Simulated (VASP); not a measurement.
Here is a VASP 6.6.1 calculation.

The input INCAR:

```
PREC = Accurate
ENCUT = 500
EDIFF = 1E-7
ISMEAR = -1
SIGMA = 0.05
LREAL = Auto
LASPH = True
NELM = 120
ALGO = Normal
ISIF = 8
LWAVE = False
LCHARG = False
GGA = PS
IBRION = 2
NSW = 100
EDIFFG = -0.03
ISYM = -1
GGA_COMPAT = False
NELMIN = 4
KPAR = 1
```

The input KPOINTS:

```
explicit points
1
Reciprocal
  0.25000000   0.25000000   0.25000000 1
```

The input POSCAR:

```
In3Ga5As8
1.0
   11.6447760000      0.0000000000      0.0000000000
    0.0000000000     11.6447760000      0.0000000000
    0.0000000000      0.0000000000     11.6447760000
Ga In As
20 12 32
Direct
    0.0011860000      0.0003310000      0.0028650000
    0.0010640000      0.0002270000      0.4989790000
    0.0006380000      0.4981710000      0.0018000000
    0.4985020000      0.9984430000      0.5016530000
    0.4998370000      0.5000460000      0.9983630000
    0.2502090000      0.7505920000      0.9990820000
    0.2471710000      0.7496890000      0.5017290000
    0.7480010000      0.2482610000      0.9980100000
    0.7476290000      0.2505660000      0.4973230000
    0.7483060000      0.7493290000      0.9997700000
    0.7511250000      0.7505180000      0.4998080000
    0.2501880000      0.9985890000      0.7508540000
    0.2502190000      0.4996780000      0.2515710000
    0.2530600000      0.4988770000      0.7508140000
    0.7496410000      0.0017900000      0.7485400000
    0.9972470000      0.2493570000      0.7505530000
    0.9993480000      0.7495120000      0.2493580000
    0.0013100000      0.7492260000      0.7507810000
    0.5002090000      0.2489580000      0.7499820000
    0.4989730000      0.7501020000      0.2509950000
    0.0035430000      0.4997800000      0.5005100000
    0.4975870000      0.0038910000      0.0004370000
    0.5044740000      0.4996620000      0.4997260000
    0.2528730000      0.2489300000      0.9986310000
    0.2475380000      0.2511790000      0.4983210000
    0.2497420000      0.0009260000      0.2486040000
    0.7514350000      0.0005090000      0.2507000000
    0.7507530000      0.4993730000      0.2512940000
    0.7505750000      0.4985600000      0.7488920000
    0.9975110000      0.2505160000      0.2508140000
    0.5005130000      0.2500480000      0.2478750000
    0.4980010000      0.7493710000      0.7519370000
    0.1219630000      0.1269770000      0.1260180000
    0.1250460000      0.1245290000      0.6228030000
    0.1240160000      0.6256810000      0.1232850000
    0.1268280000      0.6268390000      0.6283920000
    0.6219430000      0.1254330000      0.1259910000
    0.6247640000      0.1258790000      0.6220350000
    0.6227860000      0.6256310000      0.1235830000
    0.6242010000      0.6259530000      0.6232810000
    0.3758670000      0.3742350000      0.1258690000
    0.3731690000      0.3713190000      0.6256680000
    0.3742230000      0.8762130000      0.1241930000
    0.3723180000      0.8742260000      0.6280810000
    0.8735300000      0.3729880000      0.1208370000
    0.8739650000      0.3756730000      0.6270270000
    0.8735480000      0.8746870000      0.1248430000
    0.8756120000      0.8745630000      0.6230030000
    0.3736370000      0.1249290000      0.3764970000
    0.3732250000      0.1234680000      0.8742850000
    0.3723140000      0.6252870000      0.3744610000
    0.3726190000      0.6231080000      0.8729150000
    0.8776660000      0.1222770000      0.3765520000
    0.8771910000      0.1264100000      0.8762970000
    0.8756530000      0.6251860000      0.3707930000
    0.8740830000      0.6223240000      0.8756390000
    0.1265910000      0.3713900000      0.3751260000
    0.1272170000      0.3737470000      0.8740620000
    0.1236640000      0.8748060000      0.3757330000
    0.1244260000      0.8729970000      0.8731730000
    0.6243150000      0.3751640000      0.3763960000
    0.6262060000      0.3758200000      0.8730440000
    0.6270850000      0.8758800000      0.3761290000
    0.6246950000      0.8722900000      0.8774700000
```

Potentials or basis: VASP PAW PBE potentials, release 64 (Ga_d, In_d, As).

Command:

```bash
$ cat potpaw_PBE.64/Ga_d/POTCAR potpaw_PBE.64/In_d/POTCAR potpaw_PBE.64/As/POTCAR > POTCAR
$ mpirun -np 4 vasp_std > vasp.out
```

(1) Predict the relaxed cell.

(2) Estimate the band gap on the k mesh.

Answers

(1) a = 11.642 Å, b = 11.642 Å, c = 11.642 Å, α = 90.00°, β = 90.00°, γ = 90.00°.

(2) 1.12 eV.

Caveat: spin-orbit coupling is left out, which moves the levels of the heavy elements; a shifted mesh leaves out Γ, where band edges can lie.
